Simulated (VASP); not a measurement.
# AlN (Fm-3m) in VASP: a series of runs

Runs on AlN. Level: LDA. Tasks: electric field gradients.

Everything below comes from runs of VASP 6.6.1. Logs are shortened: lines on timing, memory, paths and dates and some standing lists are left out, and cuts for length are marked.

## 1. The cell of the first run

Symmetry: Fm-3m, No. 225, cubic system. The conventional cell has a = 4.008 Å, b = 4.008 Å, c = 4.008 Å, α = 90.00°, β = 90.00°, γ = 90.00°. Within 2.7 Å of Al (site symmetry m-3m) lie 6 N at 2.00 Å. N (site symmetry m-3m) has 6 Al at 2.00 Å within 2.7 Å.

## 2. Electric field gradients, LDA (volume scaled by 1.04)

INCAR reads:

```
  PREC = Accurate
  ENCUT = 520
  EDIFF = 1E-8
  ISMEAR = -1
  SIGMA = 0.01
  LREAL = False
  LASPH = True
  NELM = 60
  ALGO = Normal
  ISIF = 2
  LWAVE = False
  LCHARG = False
  LEFG = True
  NBANDS = 11
```

KPOINTS reads:

```
regular mesh
0
Gamma
  12 12 12
```

POSCAR reads:

```
AlN
1.0
    0.0000000000      2.0040293008      2.0040293008
    2.0040293008      0.0000000000      2.0040293008
    2.0040293008      2.0040293008      0.0000000000
Al N
1 1
Direct
    0.0000000000      0.0000000000      0.0000000000
    0.5000000000      0.5000000000      0.5000000000
```

Potentials or basis: VASP PAW LDA potentials, release 64 (Al, N).

Command:

```
$ cat potpaw_LDA.64/Al/POTCAR potpaw_LDA.64/N/POTCAR > POTCAR
$ mpirun -np 1 vasp_std > vasp.out
```

OUTCAR:

```text
PREC = Accurate
   ENCUT = 520
   EDIFF = 1E-8
   ISMEAR = -1
   LREAL = False
   LASPH = True
   NELM = 60
   ISIF = 2

 ion  position               nearest neighbor table
   1  0.000  0.000  0.000-   2 2.00   2 2.00   2 2.00   2 2.00   2 2.00   2 2.00
   2  0.500  0.500  0.500-   1 2.00   1 2.00   1 2.00   1 2.00   1 2.00   1 2.00

  LATTYP: Found a face centered cubic cell.
 ALAT       =     4.0080586016

  Lattice vectors:

 A1 = (   0.0000000000,   2.0040293008,   2.0040293008)
 A2 = (   2.0040293008,   0.0000000000,   2.0040293008)
 A3 = (   2.0040293008,   2.0040293008,   0.0000000000)

Analysis of symmetry for initial positions (statically):
=====================================================================
 Subroutine PRICEL returns:
 Original cell was already a primitive cell.

 Routine SETGRP: Setting up the symmetry group for a
 face centered cubic supercell.

 Subroutine GETGRP returns: Found 48 space group operations
 (whereof 48 operations were pure point group operations)
 out of a pool of 48 trial point group operations.

The static configuration has the point symmetry O_h .

Analysis of symmetry for dynamics (positions and initial velocities):
=====================================================================
 Subroutine PRICEL returns:
 Original cell was already a primitive cell.

 Routine SETGRP: Setting up the symmetry group for a
 face centered cubic supercell.

 Subroutine GETGRP returns: Found 48 space group operations
 (whereof 48 operations were pure point group operations)
 out of a pool of 48 trial point group operations.

The dynamic configuration has the point symmetry O_h .

 Subroutine INISYM returns: Found 48 space group operations
 (whereof 48 operations are pure point group operations),
 and found     1 'primitive' translations

----------------------------------------------------------------------------------------

                                     Primitive cell

  volume of cell :      16.0969

  direct lattice vectors                    reciprocal lattice vectors
     0.000000000  2.004029301  2.004029301    -0.249497350  0.249497350  0.249497350
     2.004029301  0.000000000  2.004029301     0.249497350 -0.249497350  0.249497350
     2.004029301  2.004029301  0.000000000     0.249497350  0.249497350 -0.249497350

  length of vectors
     2.834125417  2.834125417  2.834125417     0.432142087  0.432142087  0.432142087

  position of ions in fractional coordinates (direct lattice)
     0.000000000  0.000000000  0.000000000
     0.500000000  0.500000000  0.500000000

  ion indices of the primitive-cell ions
   primitive index   ion index
                 1           1
                 2           2

----------------------------------------------------------------------------------------

 KPOINTS: regular mesh

Automatic generation of k-mesh.
 Grid dimensions read from file:
 generate k-points for:   12   12   12

 Generating k-lattice:

  Cartesian coordinates                     Fractional coordinates (reciprocal lattice)
    -0.020791446  0.020791446  0.020791446     0.083333333  0.000000000  0.000000000
     0.020791446 -0.020791446  0.020791446     0.000000000  0.083333333  0.000000000
     0.020791446  0.020791446 -0.020791446     0.000000000  0.000000000  0.083333333

  Length of vectors
     0.036011841  0.036011841  0.036011841

  Shift w.r.t. Gamma in fractional coordinates (k-lattice)
     0.000000000  0.000000000  0.000000000

 Subroutine IBZKPT returns following result:
 ===========================================

 Found     72 irreducible k-points:

 Following reciprocal coordinates:
            Coordinates               Weight
  0.000000  0.000000  0.000000      1.000000
  0.083333  0.000000  0.000000      8.000000
  0.166667  0.000000  0.000000      8.000000
  0.250000  0.000000  0.000000      8.000000
  0.333333  0.000000  0.000000      8.000000
  0.416667  0.000000  0.000000      8.000000
[... 16 lines left out ...]
  0.500000  0.166667  0.000000     24.000000
 -0.416667  0.166667  0.000000     24.000000
 [... further k-points ...]
   k-points           NKPTS =     72   k-points in BZ     NKDIM =     72   number of bands    NBANDS=     11
   number of dos      NEDOS =    301   number of ions     NIONS =      2
   total plane-waves  NPLWV =  13824
   dimension x,y,z NGX =    24 NGY =   24 NGZ =   24
   dimension x,y,z NGXF=    48 NGYF=   48 NGZF=   48
   ions per type =               1   1
   NGX,Y,Z   is equivalent  to a cutoff of  14.08, 14.08, 14.08 a.u.
   NGXF,Y,Z  is equivalent  to a cutoff of  28.16, 28.16, 28.16 a.u.
 SYSTEM =  unknown system
   PREC   = accura    normal or accurate (medium, high low for compatibility)
   ISTART =      0    job   : 0-new  1-cont  2-samecut
   ICHARG =      2    charge: 1-file 2-atom 10-const
   ISPIN  =      1    spin polarized calculation?
   LNONCOLLINEAR =      F non collinear calculations
   LSORBIT =      F    spin-orbit coupling
   LASPH  =      T    aspherical Exc in radial PAW
   ENCUT  =  520.0 eV  38.22 Ry    6.18 a.u.   5.27  5.27  5.27*2*pi/ulx,y,z
   NELM   =     60;   NELMIN=  2; NELMDL= -5     # of ELM steps
   EDIFF  = 0.1E-07   stopping-criterion for ELM
   LREAL  =      F    real-space projection
   EDIFFG = 0.1E-06   stopping-criterion for IOM
   NSW    =      0    number of steps for IOM
   IBRION =     -1    ionic relax: 0-MD 1-quasi-New 2-CG
   NFREE  =      0    steps in history (QN), initial steepest desc. (CG)
   ISIF   =      2    stress and relaxation
   ISYM   =      2    0-nonsym 1-usesym 2-fastsym
   POTIM  = 0.5000    time-step for ionic-motion
   TEBEG  =    0.0;   TEEND  =   0.0 temperature during run
   PSTRESS=    0.0 pullay stress
   NELECT =       8.0000    total number of electrons
   NUPDOWN=      -1.0000    fix difference up-down
   EMIN   =  10.00;   EMAX   =-10.00  energy-range for DOS
   EFERMI =   0.00;   METHOD = LEGACY
   ISMEAR =    -1;   SIGMA  =   0.01  broadening in eV -4-tet -1-fermi 0-gaus
   EFERMI_NEDOS =   21; number of points for ismear=-14 and -15
   IALGO  =     38    algorithm
   IMIX   =      4    mixing-type and parameters
     AMIX     =   0.40;   BMIX     =  1.00
     AMIX_MAG =   1.60;   BMIX_MAG =  1.00
  volume/ion in A,a.u.               =       8.05        54.31
  Fermi-wavevector in a.u.,A,eV,Ry     =   1.296753  2.450509 22.879144  1.681570
  Thomas-Fermi vector in A             =   2.428190
   LORBIT       =      0    0 simple, 1 ext, 2 COOP (PROOUT), +10 PAW based schemes
   GGA     = CA    functional components
   LHFCALC =     F    Hartree Fock is set to
   AEXX    =    0.0000 exact exchange contribution
   IVDW    =     0    specifies the selected vdW correction
   LEPSILON=     F    determine dielectric tensor
   LRPA    =     F    only Hartree local field effects (RPA)
 non-spin polarized calculation
  energy-cutoff  :      520.00
  volume of cell :       16.10
 maximum number of plane-waves:       448
 NGX is ok and might be reduce to    24
   NGX = 11   NGY = 11   NGZ = 11

 number of electron       8.0000000 magnetization

 Free energy of the ion-electron system (eV)
  ---------------------------------------------------
  ext. energy  EPLUGINS =         0.00000000
  ---------------------------------------------------
  free energy    TOTEN  =       -16.23041427 eV

  energy without entropy =      -16.23041427  energy(sigma->0) =      -16.23041427

 E-fermi :  10.3176     XC(G=0): -12.6972

 val. band max:       10.0560533271   @ k =   0.0000   0.0000   0.0000
 cond. band min:      14.7711679002   @ k =   0.5000   0.5000   0.0000
 fundamental gap:      4.7151145731
 Fermi energy:        10.3176490145

 k-point     1 :       0.0000    0.0000    0.0000
  band No.  band energies     occupation
      1      -7.5936      2.00000
      2      10.0561      2.00000
      3      10.0561      2.00000
      4      10.0561      2.00000
      5      16.2127      0.00000
      6      22.1597      0.00000
      7      22.1597      0.00000
      8      22.1597      0.00000
      9      27.4557      0.00000
     10      27.8799      0.00000
     11      27.8799      0.00000
[... 309 lines left out ...]
 k-point    24 :      -0.4167    0.1667    0.0000
  band No.  band energies     occupation
      1      -3.8676      2.00000
      2       2.1552      2.00000
      3       6.9292      2.00000
      4       8.5807      2.00000
      5      17.6751      0.00000
      6      19.6053      0.00000
      7      22.1658      0.00000
      8      22.9620      0.00000
      9      28.4299      0.00000
     10      29.9570      0.00000
     11      30.2319      0.00000

 [... further k-points ...]
[... 5 lines left out ...]
  --------------------------------------------------------------------------------------
  -------------------------------------------------------------------------------------
  Total        0.1268000      0.1268000      0.1268000     -0.0000000     -0.0000000     -0.0000000
  in kB       12.6208257     12.6208257     12.6208257     -0.0000000     -0.0000000     -0.0000000
  external PRESSURE =      12.6208257 kB  Pullay stress =       0.0000000 kB

 VOLUME and BASIS-vectors are now :
 -----------------------------------------------------------------------------
  energy-cutoff  :      520.00
  volume of cell :       16.10
      direct lattice vectors                 reciprocal lattice vectors
     0.000000000  2.004029301  2.004029301    -0.249497350  0.249497350  0.249497350
     2.004029301  0.000000000  2.004029301     0.249497350 -0.249497350  0.249497350
     2.004029301  2.004029301  0.000000000     0.249497350  0.249497350 -0.249497350

 POSITION                                       TOTAL-FORCE (eV/Angst)
 -----------------------------------------------------------------------------------
      0.00000      0.00000      0.00000        -0.000000     -0.000000     -0.000000
      2.00403      2.00403      2.00403         0.000000      0.000000      0.000000
 -----------------------------------------------------------------------------------
    total drift:                               -0.000000     -0.000000      0.000000

  FREE ENERGIE OF THE ION-ELECTRON SYSTEM (eV)
  ---------------------------------------------------
  free  energy   TOTEN  =       -16.2304142663 eV

  energy  without entropy=      -16.2304142663  energy(sigma->0) =      -16.23041427

 Electric field gradients (V/A^2)
---------------------------------------------------------------------
 ion       V_xx      V_yy      V_zz      V_xy      V_xz      V_yz
---------------------------------------------------------------------
   1      -0.000    -0.000    -0.000     0.000     0.000     0.000
   2       0.000    -0.000    -0.000     0.000     0.000     0.000
---------------------------------------------------------------------

 Electric field gradients after diagonalization (V/A^2)
 (convention: |V_zz| > |V_xx| > |V_yy|)
----------------------------------------------------------------------
 ion       V_xx      V_yy      V_zz     asymmetry (V_yy - V_xx)/ V_zz
----------------------------------------------------------------------
   1      -0.000    -0.000     0.000       0.000
   2      -0.000    -0.000     0.001       0.000
----------------------------------------------------------------------

           NMR quadrupolar parameters

 Cq : quadrupolar parameter    Cq=e*Q*V_zz/h
 eta: asymmetry parameters     (V_yy - V_xx)/ V_zz
 Q  : nuclear electric quadrupole moment in mb (millibarn)
----------------------------------------------------------------------
 ion       Cq(MHz)       eta       Q (mb)
----------------------------------------------------------------------
   1       0.000       0.000       1.000
   2       0.000       0.000       1.000
----------------------------------------------------------------------
```

Wall time 6.4 s (1 thread of Intel Xeon Platinum 8488C (Sapphire Rapids), shared host); peak memory 0.13 GiB.

Results:

- Free energy: -16.2304 eV
- Pressure: 1.3 GPa
- Band gap on the k mesh: 4.72 eV, indirect (least direct gap 6.16 eV)

Caveat: without QUAD_EFG the Cq values of the log hold for a quadrupole moment of 1 mb, not for the nuclei.

[end of part 1 of 2]
